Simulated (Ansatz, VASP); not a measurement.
## One calculation of GaSb3, two programs

```xyz
4
Lattice="-0.0972 3.6467 3.7805 3.5495 0.0000 3.6833 3.6467 3.6467 -0.0972" Properties=species:S:1:pos:R:3 pbc="T T T"
Ga    0.0000    0.0000    0.0000
Sb    1.7747    1.8233    1.8417
Sb    5.3242    5.4700    5.5250
Sb    3.5495    3.6467    3.6833
```

Change from the starting cell: engineering shear strain xz -0.0533, normal strain along z +0.0367.

Alike in both runs: task single point; functional PBEsol; k mesh 10 × 10 × 10; occupations gaussian, width 0.15 eV; no spin polarisation.

```csv
,VASP,Ansatz
version,VASP 6.6.1,Ansatz 0.2.0
potentials or method,"VASP PAW PBE potentials, release 64 (Ga_d, Sb), cutoff 520 eV","scalar-relativistic, plane waves, PAW"
valence electrons in the cell,28,58
```

Ansatz gave:

| Property | Result |
| --- | --- |
| gap on the k mesh at the Fermi level (eV) | none |
| pressure (GPa) | -1.7 |
| traceless stress, the component that is largest in VASP (GPa) | 1.26 |
| rms of the force components (eV/Å) | 0.041 |

Task: Which values does VASP return?

Result: gap on the k mesh at the Fermi level (eV): none; pressure (GPa): -1.7; traceless stress, the component that is largest in VASP (GPa): 1.29; rms of the force components (eV/Å): 0.041.

VASP's potentials were made for PBE, not for PBEsol, and Ansatz warns of the same on its side. Atom by atom the forces differ by 0.000 eV/Å (rms over components). A gap of «none» marks a metal or a gap that the smearing closes. VASP's potentials hold 28 valence electrons a cell and Ansatz's 58, so a difference there can come from the potentials and not from the codes.

Neither program's run includes spin-orbit coupling.
